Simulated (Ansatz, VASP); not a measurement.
**GdO: VASP beside Ansatz**

Contents of INCAR:

```
PREC = Accurate ; ENCUT = 520
EDIFF = 1E-6 ; ISMEAR = 0
SIGMA = 0.05 ; LREAL = False
LASPH = True ; NELM = 150
ALGO = Normal ; ISIF = 2
LWAVE = False ; LCHARG = True
ISPIN = 2 ; MAGMOM = 7.73 0.04
LORBIT = 11 ; LMAXMIX = 6
LDAU = True ; LDAUTYPE = 2
LDAUL = 3 -1 ; LDAUU = 6 0
LDAUJ = 0 0 ; LDAUPRINT = 1
GGA = B5 ; ALDAX = 1.0
AGGAX = 1.0 ; AGGAC = 1.0
ALDAC = 0.0 ; IVDW = 12
VDW_S6 = 1.0 ; VDW_S8 = 2.6996
VDW_A1 = 0.4298 ; VDW_A2 = 4.2359
LELF = True ; LVHAR = True
NBANDS = 23
```

Contents of KPOINTS:

```
Automatic mesh
0
Gamma
  8 8 8
```

POSCAR

```
GdO
1.0
    0.0000000000      2.7161475653      2.7161475653
    2.7161475653      0.0000000000      2.7161475653
    2.7161475653      2.7161475653      0.0000000000
Gd O
1 1
Direct
    0.0000000000      0.0000000000      0.0000000000
    0.2500000000      0.2500000000      0.2500000000
```

Input for Ansatz:

```yaml
crystal:
  lattice:
    - [0.0, 2.7161475653, 2.7161475653]
    - [2.7161475653, 0.0, 2.7161475653]
    - [2.7161475653, 2.7161475653, 0.0]
  atoms:
    - { symbol: Gd, position: [0.0, 0.0, 0.0], spin: 7.72 }
    - { symbol: O, position: [0.25, 0.25, 0.25] }
basis:
  ecutwfc: 420
  ecutrho_ratio: 4
kpoints:
  mp_grid: { grid: [8, 8, 8] }
hamiltonian:
  xc: blyp
  dispersion: d3bj
  hubbard:
    sites:
      - { species: Gd, l: f, u_eff: 6.0, starting_ns: start.occupation_matrices }
    ns_hold: { iters: 6 }
scf:
  occupations: { method: gaussian, width: 0.05 }
  lower_state_search: "off"
output:
  forces: true
  stress: true
  eigenvalues: true
  populations: true
  hubbard: { sites: [{ species: Gd, l: f }] }
magnetization:
  spin_polarized: true
```

Alike in both runs: task single point; functional BLYP; dispersion D3(BJ); k mesh 8 × 8 × 8; occupations gaussian, width 0.05 eV; collinear spin; Hubbard terms Gd f U = 6.0 eV.

|  | VASP | Ansatz |
| --- | --- | --- |
| version | VASP 6.6.1 | Ansatz 0.2.0 |
| potentials or method | VASP PAW PBE potentials, release 64 (Gd, O), cutoff 520 eV | scalar-relativistic, plane waves, PAW |
| valence electrons in the cell | 24 | 24 |

Ansatz gave:

```
gap on the k mesh at the Fermi level (eV)                     : none
pressure (GPa)                                                : -3.8
net moment per atom (μB)                                      : 3.95
size of the moment on the site where the two differ most (μB) : 7.02
```

Task: Which values does VASP return?

Result: gap on the k mesh at the Fermi level (eV): none; pressure (GPa): -3.6; net moment per atom (μB): 3.95; size of the moment on the site where the two differ most (μB): 7.08.

VASP's potentials were made for PBE, not for BLYP. Site moments also hang on the region over which each program counts them. The programs project onto different local orbitals, so the same U acts differently, and such runs can settle in different states. A gap of «none» marks a metal or a gap that the smearing closes. Ansatz's warnings: filled band counts differ across k points, stability check not made.

Spin-orbit coupling is off throughout.
